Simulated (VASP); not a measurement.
# AlRu (v.br) (Pm-3m) in VASP: density of states with PBE

Aim: the density of states of AlRu (v.br) with PBE.

Program: VASP 6.6.1. These are calculated values, not measurements. Logs are shortened: lines on timing, memory, paths and dates and some standing lists are left out, and cuts for length are marked.

**1. The cell of the first run**

Symmetry: Pm-3m, No. 221, cubic system. The conventional cell has a = 2.970 Å, b = 2.970 Å, c = 2.970 Å, α = 90.00°, β = 90.00°, γ = 90.00°. Within 3.4 Å of Ru (site symmetry m-3m) lie 8 Al at 2.57 Å and 6 Ru at 2.97 Å. Al (site symmetry m-3m) has 8 Ru at 2.57 Å and 6 Al at 2.97 Å within 3.4 Å.

**2. Density of states, PBE**

POSCAR reads:

```
AlRu
1.0
    2.9700000000      0.0000000000      0.0000000000
    0.0000000000      2.9700000000      0.0000000000
    0.0000000000      0.0000000000      2.9700000000
Ru Al
1 1
Direct
    0.0000000000      0.0000000000      0.0000000000
    0.5000000000      0.5000000000      0.5000000000
```

INCAR.step1 reads:

```
PREC = Accurate
ENCUT = 400
EDIFF = 1E-6
ISMEAR = 0
SIGMA = 0.1
LREAL = False
LASPH = True
NELM = 120
ALGO = Normal
ISIF = 2
LWAVE = False
LCHARG = True
LMAXMIX = 4
GGA = PE
NBANDS = 16
GGA_COMPAT = False
NEDOS = 2001
LORBIT = 11
```

KPOINTS.step1 reads:

```
regular mesh
0
Gamma
  14 14 14
```

INCAR.step2 reads:

```
PREC = Accurate
ENCUT = 400
EDIFF = 1E-6
ISMEAR = -5
SIGMA = 0.1
LREAL = False
LASPH = True
NELM = 120
ALGO = Normal
ISIF = 2
LWAVE = False
LCHARG = False
LMAXMIX = 4
GGA = PE
LORBIT = 10
NBANDS = 16
NEDOS = 2001
ICHARG = 11
GGA_COMPAT = False
```

KPOINTS.step2 reads:

```
regular mesh
0
Gamma
  21 21 21
```

Potentials or basis: VASP PAW PBE potentials, release 64 (Ru_pv, Al).

On the command line:

```
$ cat potpaw_PBE.64/Ru_pv/POTCAR potpaw_PBE.64/Al/POTCAR > POTCAR
$ cp INCAR.step1 INCAR
$ cp KPOINTS.step1 KPOINTS
$ mpirun -np 1 vasp_std > vasp.out
$ cp INCAR.step2 INCAR
$ cp KPOINTS.step2 KPOINTS
$ mpirun -np 1 vasp_std > vasp.out
```

OUTCAR:

```text
PREC = Accurate
   ENCUT = 400
   EDIFF = 1E-6
   ISMEAR = -5
   LREAL = False
   LASPH = True
   NELM = 120
   ISIF = 2
   GGA = PE
   LORBIT = 10
   ICHARG = 11

 ion  position               nearest neighbor table
   1  0.000  0.000  0.000-   2 2.57   2 2.57   2 2.57   2 2.57   2 2.57   2 2.57   2 2.57   2 2.57

   2  0.500  0.500  0.500-   1 2.57   1 2.57   1 2.57   1 2.57   1 2.57   1 2.57   1 2.57   1 2.57

  LATTYP: Found a simple cubic cell.
 ALAT       =     2.9700000000

  Lattice vectors:

 A1 = (   2.9700000000,   0.0000000000,   0.0000000000)
 A2 = (   0.0000000000,   2.9700000000,   0.0000000000)
 A3 = (   0.0000000000,   0.0000000000,   2.9700000000)

Analysis of symmetry for initial positions (statically):
=====================================================================
 Subroutine PRICEL returns:
 Original cell was already a primitive cell.

 Routine SETGRP: Setting up the symmetry group for a
 simple cubic supercell.

 Subroutine GETGRP returns: Found 48 space group operations
 (whereof 48 operations were pure point group operations)
 out of a pool of 48 trial point group operations.

The static configuration has the point symmetry O_h .

Analysis of symmetry for dynamics (positions and initial velocities):
=====================================================================
 Subroutine PRICEL returns:
 Original cell was already a primitive cell.

 Routine SETGRP: Setting up the symmetry group for a
 simple cubic supercell.

 Subroutine GETGRP returns: Found 48 space group operations
 (whereof 48 operations were pure point group operations)
 out of a pool of 48 trial point group operations.

The dynamic configuration has the point symmetry O_h .

 Subroutine INISYM returns: Found 48 space group operations
 (whereof 48 operations are pure point group operations),
 and found     1 'primitive' translations

----------------------------------------------------------------------------------------

                                     Primitive cell

  volume of cell :      26.1981

  direct lattice vectors                    reciprocal lattice vectors
     2.970000000  0.000000000  0.000000000     0.336700337  0.000000000  0.000000000
     0.000000000  2.970000000  0.000000000     0.000000000  0.336700337  0.000000000
     0.000000000  0.000000000  2.970000000     0.000000000  0.000000000  0.336700337

  length of vectors
     2.970000000  2.970000000  2.970000000     0.336700337  0.336700337  0.336700337

  position of ions in fractional coordinates (direct lattice)
     0.000000000  0.000000000  0.000000000
     0.500000000  0.500000000  0.500000000

  ion indices of the primitive-cell ions
   primitive index   ion index
                 1           1
                 2           2

----------------------------------------------------------------------------------------

 KPOINTS: regular mesh

Automatic generation of k-mesh.
 Grid dimensions read from file:
 generate k-points for:   21   21   21

 Generating k-lattice:

  Cartesian coordinates                     Fractional coordinates (reciprocal lattice)
     0.016033349  0.000000000  0.000000000     0.047619048  0.000000000  0.000000000
     0.000000000  0.016033349  0.000000000     0.000000000  0.047619048  0.000000000
     0.000000000  0.000000000  0.016033349     0.000000000  0.000000000  0.047619048

  Length of vectors
     0.016033349  0.016033349  0.016033349

  Shift w.r.t. Gamma in fractional coordinates (k-lattice)
     0.000000000  0.000000000  0.000000000

 TETIRR: Found   4601 inequivalent tetrahedra from    55566

 Subroutine IBZKPT returns following result:
 ===========================================

 Found    286 irreducible k-points:

 Following reciprocal coordinates:
            Coordinates               Weight
  0.000000  0.000000  0.000000      1.000000
  0.047619  0.000000  0.000000      6.000000
  0.095238  0.000000  0.000000      6.000000
  0.142857  0.000000  0.000000      6.000000
  0.190476  0.000000  0.000000      6.000000
  0.238095  0.000000  0.000000      6.000000
[... 16 lines left out ...]
  0.142857  0.095238  0.000000     24.000000
  0.190476  0.095238  0.000000     24.000000
 [... further k-points ...]
   k-points           NKPTS =    286   k-points in BZ     NKDIM =    286   number of bands    NBANDS=     16
   number of dos      NEDOS =   2001   number of ions     NIONS =      2
   total plane-waves  NPLWV =   8000
   dimension x,y,z NGX =    20 NGY =   20 NGZ =   20
   dimension x,y,z NGXF=    40 NGYF=   40 NGZF=   40
   ions per type =               1   1
   NGX,Y,Z   is equivalent  to a cutoff of  11.20, 11.20, 11.20 a.u.
   NGXF,Y,Z  is equivalent  to a cutoff of  22.39, 22.39, 22.39 a.u.
 SYSTEM =  unknown system
   PREC   = accura    normal or accurate (medium, high low for compatibility)
   ISTART =      0    job   : 0-new  1-cont  2-samecut
   ICHARG =     11    charge: 1-file 2-atom 10-const
   ISPIN  =      1    spin polarized calculation?
   LNONCOLLINEAR =      F non collinear calculations
   LSORBIT =      F    spin-orbit coupling
   LASPH  =      T    aspherical Exc in radial PAW
   ENCUT  =  400.0 eV  29.40 Ry    5.42 a.u.   4.84  4.84  4.84*2*pi/ulx,y,z
   NELM   =    120;   NELMIN=  2; NELMDL=  0     # of ELM steps
   EDIFF  = 0.1E-05   stopping-criterion for ELM
   LREAL  =      F    real-space projection
   EDIFFG = 0.1E-04   stopping-criterion for IOM
   NSW    =      0    number of steps for IOM
   IBRION =     -1    ionic relax: 0-MD 1-quasi-New 2-CG
   NFREE  =      0    steps in history (QN), initial steepest desc. (CG)
   ISIF   =      2    stress and relaxation
   ISYM   =      2    0-nonsym 1-usesym 2-fastsym
   POTIM  = 0.5000    time-step for ionic-motion
   TEBEG  =    0.0;   TEEND  =   0.0 temperature during run
   PSTRESS=    0.0 pullay stress
   NELECT =      17.0000    total number of electrons
   NUPDOWN=      -1.0000    fix difference up-down
   EMIN   =  10.00;   EMAX   =-10.00  energy-range for DOS
   EFERMI =   0.00;   METHOD = LEGACY
   ISMEAR =    -5;   SIGMA  =   0.10  broadening in eV -4-tet -1-fermi 0-gaus
   EFERMI_NEDOS =   21; number of points for ismear=-14 and -15
   IALGO  =     38    algorithm
   IMIX   =      4    mixing-type and parameters
     AMIX     =   0.40;   BMIX     =  1.00
     AMIX_MAG =   1.60;   BMIX_MAG =  1.00
  volume/ion in A,a.u.               =      13.10        88.40
  Fermi-wavevector in a.u.,A,eV,Ry     =   1.417320  2.678347 27.331342  2.008797
  Thomas-Fermi vector in A             =   2.538563
   LORBIT       =     10    0 simple, 1 ext, 2 COOP (PROOUT), +10 PAW based schemes
   GGA     = PE    functional components
   LHFCALC =     F    Hartree Fock is set to
   AEXX    =    0.0000 exact exchange contribution
   IVDW    =     0    specifies the selected vdW correction
   LEPSILON=     F    determine dielectric tensor
   LRPA    =     F    only Hartree local field effects (RPA)
 non-spin polarized calculation
 Fermi weights with tetrahedron method with Bloechl corrections
  energy-cutoff  :      400.00
  volume of cell :       26.20
 maximum number of plane-waves:       487
 NGX is ok and might be reduce to    20

 number of electron      16.9999987 magnetization

 Free energy of the ion-electron system (eV)
  ---------------------------------------------------
  ext. energy  EPLUGINS =         0.00000000
  ---------------------------------------------------
  free energy    TOTEN  =       -14.23652505 eV

  energy without entropy =      -14.23652505  energy(sigma->0) =      -14.23652505

 E-fermi :  11.0187     XC(G=0): -12.6780

 val. band max:       11.0787982834   @ k =   0.4286   0.4286   0.1429
 cond. band min:      11.0061243859   @ k =   0.3810   0.3333   0.2381
 fundamental gap:     -0.0726738975
 Fermi energy:        11.0186978612

 k-point     1 :       0.0000    0.0000    0.0000
  band No.  band energies     occupation
      1     -30.7423      2.00000
      2     -30.7423      2.00000
      3     -30.7423      2.00000
      4       1.2241      2.00000
      5       7.3440      2.00000
      6       7.3440      2.00000
[... 8 lines left out ...]
     15      23.1632      0.00000
     16      26.5535      0.00000

 k-point     2 :       0.0476    0.0000    0.0000
  band No.  band energies     occupation
      1     -30.7474      2.00000
      2     -30.7419      2.00000
      3     -30.7419      2.00000
      4       1.2687      2.00000
      5       7.3599      2.00000
      6       7.3609      2.00000
[... 8 lines left out ...]
     15      23.1633      0.00000
     16      26.6885      0.00000

 k-point     3 :       0.0952    0.0000    0.0000
  band No.  band energies     occupation
      1     -30.7625      2.00000
      2     -30.7407      2.00000
      3     -30.7407      2.00000
      4       1.4014      2.00000
      5       7.4059      2.00000
      6       7.4067      2.00000
[... 8 lines left out ...]
     15      23.1636      0.00000
     16      27.1069      0.00000

 k-point     4 :       0.1429    0.0000    0.0000
  band No.  band energies     occupation
      1     -30.7858      2.00000
      2     -30.7390      2.00000
      3     -30.7390      2.00000
      4       1.6196      2.00000
      5       7.4624      2.00000
      6       7.4817      2.00000
[... 8 lines left out ...]
     15      23.2504      0.00000
     16      27.8259      0.00000

 k-point     5 :       0.1905    0.0000    0.0000
  band No.  band energies     occupation
      1     -30.8152      2.00000
      2     -30.7364      2.00000
      3     -30.7364      2.00000
      4       1.9185      2.00000
      5       7.5007      2.00000
      6       7.5802      2.00000
[... 8 lines left out ...]
     15      23.6511      0.00000
     16      28.8145      0.00000

 k-point     6 :       0.2381    0.0000    0.0000
  band No.  band energies     occupation
      1     -30.8481      2.00000
      2     -30.7335      2.00000
      3     -30.7335      2.00000
      4       2.2921      2.00000
      5       7.4797      2.00000
      6       7.6955      2.00000
[... 8 lines left out ...]
     15      23.9600      0.00000
     16      27.9516      0.00000
[... 267 lines left out ...]
 k-point    21 :       0.4762    0.0476    0.0000
  band No.  band energies     occupation
      1     -30.9674      2.00000
      2     -30.7281      2.00000
      3     -30.7229      2.00000
      4       4.9590      2.00000
      5       5.6603      2.00000
      6       8.1911      2.00000
[... 8 lines left out ...]
     15      23.6726      0.00000
     16      24.0795      0.00000

 k-point    22 :       0.0952    0.0952    0.0000
  band No.  band energies     occupation
      1     -30.7616      2.00000
      2     -30.7596      2.00000
      3     -30.7391      2.00000
      4       1.5763      2.00000
      5       7.4635      2.00000
      6       7.4789      2.00000
[... 8 lines left out ...]
     15      23.1635      0.00000
     16      27.5720      0.00000

 k-point    23 :       0.1429    0.0952    0.0000
  band No.  band energies     occupation
      1     -30.7839      2.00000
      2     -30.7585      2.00000
      3     -30.7371      2.00000
      4       1.7912      2.00000
      5       7.5232      2.00000
      6       7.5560      2.00000
[... 8 lines left out ...]
     15      23.5331      0.00000
     16      28.1663      0.00000

 k-point    24 :       0.1905    0.0952    0.0000
  band No.  band energies     occupation
      1     -30.8132      2.00000
      2     -30.7559      2.00000
      3     -30.7345      2.00000
      4       2.0854      2.00000
      5       7.5685      2.00000
      6       7.6521      2.00000
[... 8 lines left out ...]
     15      24.0518      0.00000
     16      28.1286      0.00000

 [... further k-points ...]

------------------------ aborting loop because EDIFF is reached ----------------------------------------

  FORCE on cell =-STRESS in cart. coord.  units (eV):
  Direction    XX          YY          ZZ          XY          YZ          ZX
  --------------------------------------------------------------------------------------
  -------------------------------------------------------------------------------------
  Total        1.0724584      1.0724584      1.0724584     -0.0000000     -0.0000000      0.0000000
  in kB       65.5875912     65.5875912     65.5875912     -0.0000000     -0.0000000      0.0000000
  external PRESSURE =      65.5875912 kB  Pullay stress =       0.0000000 kB

 VOLUME and BASIS-vectors are now :
 -----------------------------------------------------------------------------
  energy-cutoff  :      400.00
  volume of cell :       26.20
      direct lattice vectors                 reciprocal lattice vectors
     2.970000000  0.000000000  0.000000000     0.336700337  0.000000000  0.000000000
     0.000000000  2.970000000  0.000000000     0.000000000  0.336700337  0.000000000
     0.000000000  0.000000000  2.970000000     0.000000000  0.000000000  0.336700337

 POSITION                                       TOTAL-FORCE (eV/Angst)
 -----------------------------------------------------------------------------------
      0.00000      0.00000      0.00000         0.000000      0.000000      0.000000
      1.48500      1.48500      1.48500         0.000000      0.000000      0.000000
 -----------------------------------------------------------------------------------
    total drift:                               -0.000000      0.000000     -0.000000

  FREE ENERGIE OF THE ION-ELECTRON SYSTEM (eV)
  ---------------------------------------------------
  free  energy   TOTEN  =       -14.2365250502 eV

  energy  without entropy=      -14.2365250502  energy(sigma->0) =      -14.23652505

 total charge

# of ion       s       p       d       tot
------------------------------------------
    1        0.344   6.255   6.227  12.826
    2        0.394   0.430   0.000   0.824
--------------------------------------------------
tot          0.738   6.685   6.227  13.650
```

Wall time 86 s (1 thread of Intel Xeon 8259CL, shared host); peak memory 0.19 GiB.

What came out:

```
Valence electrons inside the program's atomic spheres : Ru 12.83; Al 0.82
```

Levels at points of the mesh, in eV from the Fermi level:
```csv
k point,band 5,band 6,band 7,band 8,band 9,band 10,band 11,band 12,band 13,band 14
"(0.00, 0.00, 0.00)",-3.67,-3.67,0.20,0.20,0.20,6.19,6.19,6.19,11.12,11.12
```

Caveat: tetrahedron occupations give inexact forces and stress in metals.
